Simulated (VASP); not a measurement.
Runs of VASP 6.6.1 on La3Hf. Symmetry: Pm-3m, No. 221, cubic system. The conventional cell has a = 5.045 Å, b = 5.045 Å, c = 5.045 Å, α = 90.00°, β = 90.00°, γ = 90.00°. Within 4.7 Å of La (site symmetry 4/mmm) lie 8 La at 3.57 Å and 4 Hf at 3.57 Å. Within 4.7 Å of Hf (site symmetry m-3m) lie 12 La at 3.57 Å. 

| k mesh | gap on the mesh (eV) | pressure (GPa) |
| --- | --- | --- |
| 5 × 5 × 5 | none | 0.1 |
| 4 × 4 × 4 | none | 0.1 |
| 6 × 6 × 6 | none | 0.1 |
| 2 × 2 × 2 | none | (a) |
| 3 × 3 × 3 | none | -0.5 |

Alike in all rows: task single point; level PBE; potentials or basis VASP PAW PBE potentials, release 64 (La, Hf_pv); no spin polarisation; cell as given; cutoff (eV) 520; smearing fermi-dirac 0.1 eV.

**Question.** Fill in the values left out.

**Answer.** (a) 3.0.

Caveats: some runs use coarse meshes; spin-orbit coupling is left out, which moves the levels of the heavy elements.

A k mesh can miss the band edges, and the runs leave out spin-orbit coupling on Hf, La.

A gap of «none» marks levels without a gap at the run's occupations.
